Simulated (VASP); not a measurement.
**ZnSe: single point with PBE**

The system is ZnSe, a sheet with vacuum.

```xyz
4
Lattice="3.8219 0.0000 0.0000 -1.9109 3.3099 0.0000 0.0000 0.0000 19.0000" Properties=species:S:1:pos:R:3 pbc="T T T"
Zn    0.0000    2.2066    8.1781
Zn    0.0000    2.2066   10.8219
Se    0.0000    0.0000    7.0214
Se    0.0000    0.0000   11.9786
```

```yaml
Program: VASP 6.6.1
Task: single point
Functional: PBE
Potentials_or_basis: VASP PAW PBE potentials, release 64 (Zn, Se)
Cutoff: 520 eV
k_mesh: 6 × 6 × 1
Occupations: gaussian, width 0.1 eV
Spin: no spin polarisation
```

```json
{"Largest force": "1.342 eV/Å", "Band gap on the k mesh": "zero (band 18 reaches -2.62 eV, above the bottom of band 19 at -2.90 eV)"}
```

Forces in eV/Å, atoms in the order of the input:
```
Zn   0.000  0.000 -1.318
Zn   0.000  0.000  1.318
Se   0.000  0.000  1.342
Se   0.000  0.000 -1.342
```

Levels at points of the mesh, in eV from the Fermi level:
| k point | band 16 | band 17 | band 18 | band 19 | band 20 | band 21 |
| --- | --- | --- | --- | --- | --- | --- |
| (0.00, 0.00, 0.00) | 0.12 | 0.19 | 0.19 | 0.55 | 3.08 | 4.29 |
| (0.50, 0.00, 0.00) | -1.31 | -1.08 | -0.88 | -0.09 | 3.42 | 3.69 |

It took 40 s on 1 thread of Intel(R) Xeon(R) 6975P-C (Granite Rapids) (shared host), peak memory 0.33 GiB.
